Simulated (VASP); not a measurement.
# TiC (Fm-3m) in VASP: single point with PBEsol

Aim: the single point of TiC with PBEsol.

Program: VASP 6.6.1. These are calculated values, not measurements. Logs are shortened: lines on timing, memory, paths and dates and some standing lists are left out, and cuts for length are marked.

### Step 1. The cell of the first run

Symmetry: Fm-3m, No. 225, cubic system. The conventional cell has a = 4.328 Å, b = 4.328 Å, c = 4.328 Å, α = 90.00°, β = 90.00°, γ = 90.00°. Ti (site symmetry m-3m) has 6 C at 2.16 Å within 2.9 Å. Within 2.9 Å of C (site symmetry m-3m) lie 6 Ti at 2.16 Å.

### Step 2. Single point, PBEsol

The input, INCAR:

```
  PREC = Accurate
  ENCUT = 520
  EDIFF = 1E-6
  ISMEAR = 0
  SIGMA = 0.15
  LREAL = F
  LASPH = T
  NELM = 100
  ALGO = Normal
  ISIF = 2
  LWAVE = F
  LCHARG = F
  GGA = PS
  NBANDS = 42
```

The input, KPOINTS:

```
Automatic mesh
0
Gamma
  12 12 12
```

The input, POSCAR:

```
TiC
1.0
    4.3280000000      0.0000000000      0.0000000000
    0.0000000000     -4.3280000000      0.0000000000
    0.0000000000      0.0000000000     -4.3280000000
Ti C
4 4
Direct
    0.0000000000      0.5000000000      0.5000000000
    0.5000000000      0.0000000000      0.5000000000
    0.5000000000      0.5000000000      0.0000000000
    0.0000000000      0.0000000000      0.0000000000
    0.5000000000      0.0000000000      0.0000000000
    0.0000000000      0.5000000000      0.0000000000
    0.0000000000      0.0000000000      0.5000000000
    0.5000000000      0.5000000000      0.5000000000
```

Potentials or basis: VASP PAW PBE potentials, release 64 (Ti_sv, C).

Launch:

```
cat potpaw_PBE.64/Ti_sv/POTCAR potpaw_PBE.64/C/POTCAR > POTCAR
mpirun -np 1 vasp_std > vasp.out
```

OUTCAR:

```text
PREC = Accurate
   ENCUT = 520
   EDIFF = 1E-6
   ISMEAR = 0
   LREAL = F
   LASPH = T
   NELM = 100
   ISIF = 2
   GGA = PS

 ion  position               nearest neighbor table
   1  0.000  0.500  0.500-   6 2.16   7 2.16   8 2.16   6 2.16   7 2.16   8 2.16
   2  0.500  0.000  0.500-   5 2.16   7 2.16   8 2.16   5 2.16   8 2.16   7 2.16
   3  0.500  0.500  0.000-   5 2.16   6 2.16   8 2.16   8 2.16   5 2.16   6 2.16
   4  0.000  0.000  0.000-   5 2.16   6 2.16   7 2.16   7 2.16   6 2.16   5 2.16
   5  0.500  0.000  0.000-   2 2.16   3 2.16   4 2.16   2 2.16   3 2.16   4 2.16
   6  0.000  0.500  0.000-   1 2.16   3 2.16   4 2.16   1 2.16   4 2.16   3 2.16
   7  0.000  0.000  0.500-   1 2.16   2 2.16   4 2.16   4 2.16   1 2.16   2 2.16
   8  0.500  0.500  0.500-   1 2.16   2 2.16   3 2.16   3 2.16   2 2.16   1 2.16

  LATTYP: Found a simple cubic cell.
 ALAT       =     4.3280000000

  Lattice vectors:

 A1 = (   4.3280000000,   0.0000000000,   0.0000000000)
 A2 = (   0.0000000000,  -4.3280000000,   0.0000000000)
 A3 = (   0.0000000000,   0.0000000000,  -4.3280000000)

Analysis of symmetry for initial positions (statically):
=====================================================================
 Subroutine PRICEL returns following result:

  LATTYP: Found a face centered cubic cell.
 ALAT       =     4.3280000000

  Lattice vectors:

 A1 = (   2.1640000000,   2.1640000000,   0.0000000000)
 A2 = (   2.1640000000,   0.0000000000,  -2.1640000000)
 A3 = (   0.0000000000,   2.1640000000,  -2.1640000000)

   4 primitive cells build up your supercell.

 Routine SETGRP: Setting up the symmetry group for a
 simple cubic supercell.

 Subroutine GETGRP returns: Found 48 space group operations
 (whereof 48 operations were pure point group operations)
 out of a pool of 48 trial point group operations.

The static configuration has the point symmetry O_h .

Analysis of symmetry for dynamics (positions and initial velocities):
=====================================================================
 Subroutine PRICEL returns following result:

  LATTYP: Found a face centered cubic cell.
 ALAT       =     4.3280000000

  Lattice vectors:

 A1 = (   2.1640000000,   2.1640000000,   0.0000000000)
 A2 = (   2.1640000000,   0.0000000000,  -2.1640000000)
 A3 = (   0.0000000000,   2.1640000000,  -2.1640000000)

   4 primitive cells build up your supercell.

 Routine SETGRP: Setting up the symmetry group for a
 simple cubic supercell.

 Subroutine GETGRP returns: Found 48 space group operations
 (whereof 48 operations were pure point group operations)
 out of a pool of 48 trial point group operations.

The dynamic configuration has the point symmetry O_h .

 Subroutine INISYM returns: Found 48 space group operations
 (whereof 48 operations are pure point group operations),
 and found     4 'primitive' translations

----------------------------------------------------------------------------------------

                                     Primitive cell

  volume of cell :      20.2676

  direct lattice vectors                    reciprocal lattice vectors
     2.164000000  2.164000000  0.000000000     0.231053604  0.231053604  0.231053604
     2.164000000  0.000000000 -2.164000000     0.231053604 -0.231053604 -0.231053604
     0.000000000  2.164000000 -2.164000000    -0.231053604  0.231053604 -0.231053604

  length of vectors
     3.060358149  3.060358149  3.060358149     0.400196582  0.400196582  0.400196582

  position of ions in fractional coordinates (direct lattice)
     0.000000000  1.000000000  0.000000000
     0.500000000  0.500000000  0.500000000

  ion indices of the primitive-cell ions
   primitive index   ion index
                 1           1
                 2           7

----------------------------------------------------------------------------------------

 KPOINTS: Automatic mesh

Automatic generation of k-mesh.
 Grid dimensions read from file:
 generate k-points for:   12   12   12

 Generating k-lattice:

  Cartesian coordinates                     Fractional coordinates (reciprocal lattice)
     0.019254467  0.000000000  0.000000000     0.083333333  0.000000000  0.000000000
     0.000000000 -0.019254467  0.000000000     0.000000000  0.083333333  0.000000000
     0.000000000  0.000000000 -0.019254467     0.000000000  0.000000000  0.083333333

  Length of vectors
     0.019254467  0.019254467  0.019254467

  Shift w.r.t. Gamma in fractional coordinates (k-lattice)
     0.000000000  0.000000000  0.000000000

 Subroutine IBZKPT returns following result:
 ===========================================

 Found     84 irreducible k-points:

 Following reciprocal coordinates:
            Coordinates               Weight
  0.000000  0.000000  0.000000      1.000000
  0.083333  0.000000  0.000000      6.000000
  0.166667  0.000000  0.000000      6.000000
  0.250000  0.000000  0.000000      6.000000
  0.333333  0.000000  0.000000      6.000000
  0.416667  0.000000  0.000000      6.000000
[... 16 lines left out ...]
  0.333333  0.333333  0.000000     12.000000
  0.416667  0.333333  0.000000     24.000000
 [... further k-points ...]
   k-points           NKPTS =     84   k-points in BZ     NKDIM =     84   number of bands    NBANDS=     42
   number of dos      NEDOS =    301   number of ions     NIONS =      8
   total plane-waves  NPLWV =  32768
   dimension x,y,z NGX =    32 NGY =   32 NGZ =   32
   dimension x,y,z NGXF=    64 NGYF=   64 NGZF=   64
   ions per type =               4   4
   NGX,Y,Z   is equivalent  to a cutoff of  12.29, 12.29, 12.29 a.u.
   NGXF,Y,Z  is equivalent  to a cutoff of  24.58, 24.58, 24.58 a.u.
 SYSTEM =  unknown system
   PREC   = accura    normal or accurate (medium, high low for compatibility)
   ISTART =      0    job   : 0-new  1-cont  2-samecut
   ICHARG =      2    charge: 1-file 2-atom 10-const
   ISPIN  =      1    spin polarized calculation?
   LNONCOLLINEAR =      F non collinear calculations
   LSORBIT =      F    spin-orbit coupling
   LASPH  =      T    aspherical Exc in radial PAW
   ENCUT  =  520.0 eV  38.22 Ry    6.18 a.u.   8.05  8.05  8.05*2*pi/ulx,y,z
   NELM   =    100;   NELMIN=  2; NELMDL= -5     # of ELM steps
   EDIFF  = 0.1E-05   stopping-criterion for ELM
   LREAL  =      F    real-space projection
   EDIFFG = 0.1E-04   stopping-criterion for IOM
   NSW    =      0    number of steps for IOM
   IBRION =     -1    ionic relax: 0-MD 1-quasi-New 2-CG
   NFREE  =      0    steps in history (QN), initial steepest desc. (CG)
   ISIF   =      2    stress and relaxation
   ISYM   =      2    0-nonsym 1-usesym 2-fastsym
   POTIM  = 0.5000    time-step for ionic-motion
   TEBEG  =    0.0;   TEEND  =   0.0 temperature during run
   PSTRESS=    0.0 pullay stress
   NELECT =      64.0000    total number of electrons
   NUPDOWN=      -1.0000    fix difference up-down
   EMIN   =  10.00;   EMAX   =-10.00  energy-range for DOS
   EFERMI =   0.00;   METHOD = LEGACY
   ISMEAR =     0;   SIGMA  =   0.15  broadening in eV -4-tet -1-fermi 0-gaus
   EFERMI_NEDOS =   21; number of points for ismear=-14 and -15
   IALGO  =     38    algorithm
   IMIX   =      4    mixing-type and parameters
     AMIX     =   0.40;   BMIX     =  1.00
     AMIX_MAG =   1.60;   BMIX_MAG =  1.00
  volume/ion in A,a.u.               =      10.13        68.39
  Fermi-wavevector in a.u.,A,eV,Ry     =   1.513030  2.859212 31.147275  2.289260
  Thomas-Fermi vector in A             =   2.622876
   LORBIT       =      0    0 simple, 1 ext, 2 COOP (PROOUT), +10 PAW based schemes
   GGA     = PS    functional components
   LHFCALC =     F    Hartree Fock is set to
   AEXX    =    0.0000 exact exchange contribution
   IVDW    =     0    specifies the selected vdW correction
   LEPSILON=     F    determine dielectric tensor
   LRPA    =     F    only Hartree local field effects (RPA)
 non-spin polarized calculation
 Gauss-broadening in eV      SIGMA  =   0.15
  energy-cutoff  :      520.00
  volume of cell :       81.07
 maximum number of plane-waves:      2272
   NGX = 17   NGY = 17   NGZ = 17

 number of electron      64.0000021 magnetization

 Free energy of the ion-electron system (eV)
  ---------------------------------------------------
  ext. energy  EPLUGINS =         0.00000000
  ---------------------------------------------------
  free energy    TOTEN  =       -79.18123668 eV

  energy without entropy =      -79.16565336  energy(sigma->0) =      -79.17344502

 E-fermi :   9.3342     XC(G=0): -12.8725

 val. band max:        9.3135219151   @ k =   0.2500   0.0000   0.0000
 cond. band min:       9.3358751464   @ k =   0.2500   0.0833   0.0000
 fundamental gap:      0.0223532313
 Fermi energy:         9.3342129060

 k-point     1 :       0.0000    0.0000    0.0000
  band No.  band energies     occupation
      1     -46.9930      2.00000
      2     -46.8922      2.00000
      3     -46.8922      2.00000
      4     -46.8922      2.00000
      5     -23.5674      2.00000
      6     -23.5674      2.00000
[... 34 lines left out ...]
     41      12.0731      0.00000
     42      12.0731      0.00000

 k-point     2 :       0.0833    0.0000    0.0000
  band No.  band energies     occupation
      1     -46.9913      2.00000
      2     -46.8939      2.00000
      3     -46.8922      2.00000
      4     -46.8922      2.00000
      5     -23.5627      2.00000
      6     -23.5627      2.00000
[... 34 lines left out ...]
     41      12.0618      0.00000
     42      12.3206      0.00000

 k-point     3 :       0.1667    0.0000    0.0000
  band No.  band energies     occupation
      1     -46.9863      2.00000
      2     -46.8990      2.00000
      3     -46.8922      2.00000
      4     -46.8922      2.00000
      5     -23.5491      2.00000
      6     -23.5491      2.00000
[... 897 lines left out ...]
      4     -46.8984      2.00000
      5     -23.4869      2.00000
      6     -23.4869      2.00000
[... 34 lines left out ...]
     41      12.7928      0.00000
     42      13.3110      0.00000

 k-point    24 :       0.4167    0.3333    0.0000
  band No.  band energies     occupation
      1     -46.9399      2.00000
      2     -46.9203      2.00000
      3     -46.9080      2.00000
      4     -46.9015      2.00000
      5     -23.4885      2.00000
      6     -23.4726      2.00000
[... 34 lines left out ...]
     41      12.9968      0.00000
     42      13.3147      0.00000

 [... further k-points ...]
[... 5 lines left out ...]
  --------------------------------------------------------------------------------------
  -------------------------------------------------------------------------------------
  Total       -2.9681586     -2.9681586     -2.9681586      0.0000000      0.0000000      0.0000000
  in kB      -58.6591711    -58.6591711    -58.6591711      0.0000000      0.0000000      0.0000000
  external PRESSURE =     -58.6591711 kB  Pullay stress =       0.0000000 kB

 VOLUME and BASIS-vectors are now :
 -----------------------------------------------------------------------------
  energy-cutoff  :      520.00
  volume of cell :       81.07
      direct lattice vectors                 reciprocal lattice vectors
     4.328000000  0.000000000  0.000000000     0.231053604  0.000000000  0.000000000
     0.000000000 -4.328000000  0.000000000     0.000000000 -0.231053604  0.000000000
     0.000000000  0.000000000 -4.328000000     0.000000000  0.000000000 -0.231053604

 POSITION                                       TOTAL-FORCE (eV/Angst)
 -----------------------------------------------------------------------------------
      0.00000     -2.16400     -2.16400        -0.000000      0.000000     -0.000000
      2.16400      0.00000     -2.16400         0.000000     -0.000000     -0.000000
      2.16400     -2.16400      0.00000        -0.000000     -0.000000     -0.000000
      0.00000      0.00000      0.00000        -0.000000      0.000000      0.000000
      2.16400      0.00000      0.00000         0.000000      0.000000      0.000000
      0.00000     -2.16400      0.00000         0.000000      0.000000      0.000000
      0.00000      0.00000     -2.16400         0.000000      0.000000      0.000000
      2.16400     -2.16400     -2.16400         0.000000      0.000000      0.000000
 -----------------------------------------------------------------------------------
    total drift:                                0.000000      0.000000      0.000000

  FREE ENERGIE OF THE ION-ELECTRON SYSTEM (eV)
  ---------------------------------------------------
  free  energy   TOTEN  =       -79.1812366848 eV

  energy  without entropy=      -79.1656533560  energy(sigma->0) =      -79.17344502
```

Run time: 4.7 min. Hardware: 1 thread of AMD EPYC 7R43 (Zen 3), shared host; peak memory 0.29 GiB.

Results:

```yaml
Free_energy: -79.1812 eV
Pressure: -5.9 GPa
Band_gap_on_the_k_mesh: zero (bands 32 and 33 overlap by 0.65 eV)
```

Caveat: the cell stands under tension; the PAW data sets were made with another functional, which shifts forces and pressure a little.
